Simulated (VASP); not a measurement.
# CoO (R3m) in VASP: notebook, part 2 of 2

VASP 6.6.1. Earlier steps stand in the parts before.

## Step 4: Vibrations by perturbation theory, PBEsol, collinear spin, ferromagnetic start

INCAR

```
SYSTEM = CoO
ALGO = Normal
EDIFF = 1E-8
ENCUT = 520
GGA = PS
IBRION = 8
ISIF = 2
ISMEAR = -1
ISPIN = 2
LASPH = .TRUE.
LCHARG = .TRUE.
LMAXMIX = 4
LORBIT = 11
LREAL = .FALSE.
LWAVE = .FALSE.
MAGMOM = 2 0
NELM = 150
NSW = 1
PREC = Accurate
SIGMA = 0.05
```

KPOINTS

```
k-points
0
G
  10 10 10
  0 0 0
```

POSCAR

```
CoO
1.0
    1.6022198417      0.9250420569      2.5664708903
   -1.6022198417      0.9250420569      2.5664708903
    0.0000000000     -1.8500841138      2.5664708903
Co O
1 1
Direct
    0.9989783200      0.9989783200      0.9989783200
    0.7510210300      0.7510210300      0.7510210300
```

Potentials or basis: VASP PAW PBE potentials, release 64 (Co, O).

The run is started by

```console
$ cat potpaw_PBE.64/Co/POTCAR potpaw_PBE.64/O/POTCAR > POTCAR
$ mpirun -np 1 vasp_std > vasp.out
```

OUTCAR:

```text
SYSTEM = CoO
   EDIFF = 1E-8
   ENCUT = 520
   GGA = PS
   IBRION = 8
   ISIF = 2
   ISMEAR = -1
   ISPIN = 2
   LASPH = .TRUE.
   LORBIT = 11
   LREAL = .FALSE.
   NELM = 150
   NSW = 1
   PREC = Accurate

 ion  position               nearest neighbor table
   1  0.999  0.999  0.999-   2 1.91   2 1.96   2 1.96   2 1.96
   2  0.751  0.751  0.751-   1 1.91   1 1.96   1 1.96   1 1.96

  LATTYP: Found a trigonal (rhomboedric) cell.
 ALAT       =     3.1637926700
 COS(alpha) =     0.4870699110

  Lattice vectors:

 A1 = (   1.6022198417,   0.9250420569,   2.5664708903)
 A2 = (  -1.6022198417,   0.9250420569,   2.5664708903)
 A3 = (   0.0000000000,  -1.8500841138,   2.5664708903)

Analysis of symmetry for initial positions (statically):
=====================================================================
 Subroutine PRICEL returns:
 Original cell was already a primitive cell.

 Routine SETGRP: Setting up the symmetry group for a
 trigonal (rhombohedral) supercell.

 Subroutine GETGRP returns: Found  6 space group operations
[... 988 lines left out ...]

 SECOND DERIVATIVES (NOT SYMMETRIZED)
 ------------------------------------
               1X          1Y          1Z          2X          2Y          2Z
  1X    -2.953293    0.000000   -0.000000    2.953293    0.000000    0.000000
  1Y     0.000000   -2.953293   -0.000000   -0.000000    2.953293    0.000000
  1Z     0.000000    0.000000   -5.336435    0.000000    0.000000    5.336435
  2X     2.960293   -0.000000    0.000000   -2.960293    0.000000   -0.000000
  2Y     0.000000    2.960293    0.000000    0.000000   -2.960293    0.000000
  2Z     0.000000    0.000000    5.343950    0.000000    0.000000   -5.343950

 Eigenvectors and eigenvalues of the dynamical matrix
 ----------------------------------------------------

   1 f  =   10.186243 THz    64.002052 2PiTHz  339.776489 cm-1    42.126897 meV
             X         Y         Z           dx          dy          dz
      0.000000  0.000000  7.691546    -0.000000   -0.000000   -0.461831
      0.000000  0.000000  5.782421     0.000000    0.000000    0.886968
[... 21 lines left out ...]
   6 f/i=    0.003675 THz     0.023090 2PiTHz    0.122580 cm-1     0.015198 meV
             X         Y         Z           dx          dy          dz
      0.000000  0.000000  7.691546    -0.603365    0.650249    0.000000
      0.000000  0.000000  5.782421    -0.314013    0.338412    0.000000

--------------------------------------------------------------------------------------------------------

 ELASTIC MODULI CONTR FROM IONIC RELAXATION (kBar)
 Direction    XX          YY          ZZ          XY          YZ          ZX
 --------------------------------------------------------------------------------
 XX        -481.4624    202.4714    377.6289      0.0000   -384.9682      0.0000
 YY         202.4714   -481.4624    377.6289     -0.0000    384.9682     -0.0000
 ZZ         377.6289    377.6289  -1022.2809     -0.0000     -0.0000     -0.0000
 XY           0.0000     -0.0000     -0.0000   -341.9669      0.0000   -180.7260
 YZ        -384.9682    384.9682     -0.0000      0.0000   -433.3768      0.0000
 ZX           0.0000     -0.0000     -0.0000   -180.7260      0.0000    -95.5118
 --------------------------------------------------------------------------------

 total charge

# of ion       s       p       d       tot
------------------------------------------
    1        0.349   0.455   7.203   8.007
    2        1.547   3.415   0.000   4.963
--------------------------------------------------
tot          1.896   3.871   7.203  12.970

 magnetization (x)

# of ion       s       p       d       tot
------------------------------------------
    1        0.018   0.050   2.307   2.374
    2        0.021   0.284   0.000   0.305
--------------------------------------------------
tot          0.039   0.334   2.307   2.679
```

OSZICAR:

```text
N       E                     dE             d eps       ncg     rms          rms(c)
DAV:   1     0.877612302892E+02    0.87761E+02   -0.71192E+03  5608   0.137E+03
DAV:   2    -0.976240802046E+01   -0.97524E+02   -0.87473E+02  5804   0.280E+02
[... 92 lines left out ...]
RMM:  10    -0.356979843201E+00    0.42690E-06   -0.40182E-08  8516   0.170E-03    0.824E-04
RMM:  11    -0.356978267182E+00    0.15760E-05   -0.80628E-09  9077   0.826E-04    0.382E-04
RMM:  12    -0.356978476436E+00   -0.20925E-06   -0.39506E-09  9481   0.360E-04    0.119E-04
RMM:  13    -0.356978799593E+00   -0.32316E-06    0.31421E-10  9539   0.150E-04    0.336E-05
RMM:  14    -0.356978879584E+00   -0.79991E-07   -0.12839E-09  9578   0.678E-05    0.158E-05
RMM:  15    -0.356978876511E+00    0.30723E-08   -0.22239E-10  9375   0.386E-05    0.602E-06
 Linear response finished
```

Wall time 12 min (1 thread of Intel Xeon Platinum 8259CL at 2.50GHz (Skylake/Cascade Lake), shared host); peak memory 0.59 GiB.

What came out:

```
Net moment                                              : 2.76 μB per cell
Site moments                                            : Co +2.37; O +0.30 μB
Valence electrons inside the program's atomic spheres   : Co 8.01; O 4.96
Highest phonon frequency at Γ, LO-TO splitting left out : 340 cm⁻¹
```

Phonon frequencies in cm⁻¹ (negative: imaginary):
```csv
q point,frequencies
"(0.000, 0.000, 0.000)",0 0 0 253 253 340
```

Caveat: the cell wasn't relaxed at this level first, which shifts response properties; the PAW data sets were made with another functional, which shifts forces and pressure a little; a cell with one magnetic atom can't hold antiferromagnetic order, which such compounds often take.

## Step 5: Single point, PBE+D3(BJ)+U, collinear spin, ferromagnetic start

INCAR

```
SYSTEM = CoO
PREC = Accurate
ENCUT = 520
EDIFF = 1E-7
ISMEAR = 0
SIGMA = 0.1
LREAL = .False.
LASPH = .True.
NELM = 150
ALGO = Normal
ISIF = 2
LWAVE = .False.
LCHARG = .False.
ISPIN = 2
MAGMOM = 2 0
LORBIT = 11
LMAXMIX = 4
LDAU = .True.
LDAUTYPE = 2
LDAUL = 2 -1
LDAUU = 6 0
LDAUJ = 0 0
LDAUPRINT = 1
GGA = PE
IVDW = 12
NBANDS = 18
```

KPOINTS

```
Automatic mesh
0
Gamma
  10 10 10
  0 0 0
```

POSCAR is that of step 4.

The run is started by

```console
$ cat potpaw_PBE.64/Co/POTCAR potpaw_PBE.64/O/POTCAR > POTCAR
$ mpirun -np 1 vasp_std > vasp.out
```

It took 4.4 min on 1 thread of AMD EPYC 7R13, shared host; peak memory 0.18 GiB.

Results (log left out):

```
Free energy                                           : -11.9460 eV
Pressure                                              : 10.1 GPa
Largest force                                         : 0.448 eV/Å
Band gap on the k mesh                                : 1.00 eV, direct
Net moment                                            : 3.00 μB per cell
Site moments                                          : Co +2.81; O +0.13 μB
Valence electrons inside the program's atomic spheres : Co 8.05; O 5.06
Dispersion energy per atom                            : -0.219 eV
```

Forces in eV/Å, atoms in the order of the input:
```
Co   0.000  0.000  0.448
O    0.000  0.000 -0.448
```

Stress tensor (GPa, compression positive):
```
 7.52  0.00  0.00
 0.00  7.52  0.00
 0.00  0.00 15.20
```

Levels at points of the mesh, in eV from the valence-band top:
Spin up:
| k point | band 6 | band 7 | band 8 | band 9 | band 10 | band 11 | band 12 | band 13 |
| --- | --- | --- | --- | --- | --- | --- | --- | --- |
| (0.00, 0.00, 0.00) | -4.28 | -0.09 | -0.09 | 0.00 | 1.00 | 14.76 | 14.76 | 15.33 |
| (0.50, 0.00, 0.00) | -4.33 | -4.31 | -0.80 | -0.80 | 6.53 | 7.68 | 13.69 | 14.00 |
| (0.50, 0.50, 0.00) | -4.00 | -2.60 | -2.57 | -2.36 | 5.22 | 10.90 | 11.30 | 14.90 |
| (0.50, 0.50, 0.50) | -4.37 | -4.37 | -0.93 | -0.93 | 6.48 | 7.90 | 13.58 | 13.58 |
Spin down:
| k point | band 3 | band 4 | band 5 | band 6 | band 7 | band 8 | band 9 | band 10 |
| --- | --- | --- | --- | --- | --- | --- | --- | --- |
| (0.00, 0.00, 0.00) | -3.12 | -3.12 | -2.68 | -2.68 | 1.70 | 5.50 | 5.50 | 5.55 |
| (0.50, 0.00, 0.00) | -3.97 | -3.88 | -1.66 | -1.55 | 3.42 | 4.70 | 4.71 | 7.15 |
| (0.50, 0.50, 0.00) | -3.17 | -3.14 | -2.37 | -1.36 | 1.87 | 4.22 | 4.22 | 8.11 |
| (0.50, 0.50, 0.50) | -3.99 | -3.99 | -1.50 | -1.50 | 3.20 | 4.61 | 4.61 | 7.10 |

Eigenvalues of the final occupation matrices:
```csv
site,spin,trace,eigenvalues
site 1 d,1,4.99,0.98 0.98 1.01 1.01 1.01
site 1 d,2,2.25,0.10 0.10 0.11 0.97 0.97
```

Caveat: three body term missing; a cell with one magnetic atom can't hold antiferromagnetic order, which such compounds often take.

## Step 6: Density of states, LDA, collinear spin, ferromagnetic start

POSCAR is that of step 5.

INCAR.step1

```
SYSTEM = CoO
PREC = Accurate
ENCUT = 520
EDIFF = 1E-6
ISMEAR = -1
SIGMA = 0.05
LREAL = .FALSE.
LASPH = .TRUE.
NELM = 200
ALGO = Normal
ISIF = 2
LWAVE = .FALSE.
LCHARG = .TRUE.
ISPIN = 2
MAGMOM = 2 0
LMAXMIX = 4
GGA = CA
NBANDS = 22
GGA_COMPAT = .FALSE.
NEDOS = 2001
LORBIT = 11
```

KPOINTS.step1

```
regular mesh
0
G
  6 6 6
  0 0 0
```

INCAR.step2

```
SYSTEM = CoO
PREC = Accurate
ENCUT = 520
EDIFF = 1E-6
ISMEAR = -5
SIGMA = 0.05
LREAL = .FALSE.
LASPH = .TRUE.
NELM = 200
ALGO = Normal
ISIF = 2
LWAVE = .FALSE.
LCHARG = .FALSE.
ISPIN = 2
MAGMOM = 2 0
LORBIT = 11
LMAXMIX = 4
GGA = CA
NEDOS = 1001
ICHARG = 11
GGA_COMPAT = .FALSE.
```

KPOINTS.step2

```
regular mesh
0
G
  9 9 9
  0 0 0
```

Potentials or basis: VASP PAW LDA potentials, release 64 (Co_sv, O).

The run is started by

```console
$ cat potpaw_LDA.64/Co_sv/POTCAR potpaw_LDA.64/O/POTCAR > POTCAR
$ cp INCAR.step1 INCAR
$ cp KPOINTS.step1 KPOINTS
$ mpirun -np 1 vasp_std > vasp.out
$ cp INCAR.step2 INCAR
$ cp KPOINTS.step2 KPOINTS
$ mpirun -np 1 vasp_std > vasp.out
```

Run time: 38 s. Hardware: 1 thread of AMD EPYC 9R45 (Zen 5), shared host; peak memory 0.13 GiB.

Results (log left out):

```
Net moment                                            : 2.54 μB per cell
Site moments                                          : Co +2.16; O +0.28 μB
Valence electrons inside the program's atomic spheres : Co 14.94; O 4.95
```

Levels at points of the mesh, in eV from the Fermi level:
Spin up:
```tsv
k point	band 10	band 11	band 12	band 13	band 14	band 15	band 16
(0.00, 0.00, 0.00)	-2.18	0.17	0.46	0.46	0.61	13.83	13.83
```
Spin down:
| k point | band 7 | band 8 | band 9 | band 10 | band 11 | band 12 | band 13 | band 14 |
| --- | --- | --- | --- | --- | --- | --- | --- | --- |
| (0.00, 0.00, 0.00) | -5.14 | -5.14 | -0.43 | -0.43 | 0.56 | 2.27 | 2.27 | 2.37 |

Caveat: the k points lie up to 0.40 Å⁻¹ apart; a cell with one magnetic atom can't hold antiferromagnetic order, which such compounds often take; semilocal functionals often make such compounds metallic where correlation or magnetic order opens a gap, which also shifts bond lengths; tetrahedron occupations give inexact forces and stress in metals.

## Step 7: The runs side by side

```tsv
task	level	potentials or basis	U	k mesh	smearing	k mesh for the DOS	occupations for the DOS	second run	gap on the mesh (eV)	pressure (GPa)	moment (μB)	largest force (eV/Å)
density of states	LDA	VASP PAW LDA potentials, release 64 (Co, O)	-	6 × 6 × 6	fermi-dirac 0.05 eV	9 × 9 × 9	tetrahedron	-	-	-	2.50	-
single point	PBEsol+D4+U	VASP PAW PBE potentials, release 64 (Co, O)	Co d U = 7.0 eV	10 × 10 × 10	gaussian 0.02 eV	-	-	-	1.06	4.2	3.00	0.42
vibrations by perturbation theory	PBEsol	VASP PAW PBE potentials, release 64 (Co, O)	-	10 × 10 × 10	fermi-dirac 0.05 eV	-	-	-	-	-	2.76	-
single point	PBE+D3(BJ)+U	VASP PAW PBE potentials, release 64 (Co, O)	Co d U = 6.0 eV	10 × 10 × 10	gaussian 0.1 eV	-	-	-	1.00	10.1	3.00	0.45
density of states	LDA	VASP PAW LDA potentials, release 64 (Co_sv, O)	-	6 × 6 × 6	fermi-dirac 0.05 eV	9 × 9 × 9	tetrahedron	valence_matched	-	-	2.54	-
```

Alike in all rows: spin collinear, ferromagnetic start; cell as given; cutoff (eV) 520.

Caveats: some runs use coarse meshes; a cell with one magnetic atom can't hold antiferromagnetic order, which such compounds often take; semilocal functionals often make such compounds metallic where correlation or magnetic order opens a gap, which also shifts bond lengths (some runs); tetrahedron occupations give inexact forces and stress in metals (some runs); the PAW data sets were made with another functional, which shifts forces and pressure a little (some runs); the cell wasn't relaxed at this level first, which shifts response properties (some runs); three body term missing (some runs).

Total energies depend on the potentials used, so only differences within one code and one set of settings carry meaning.
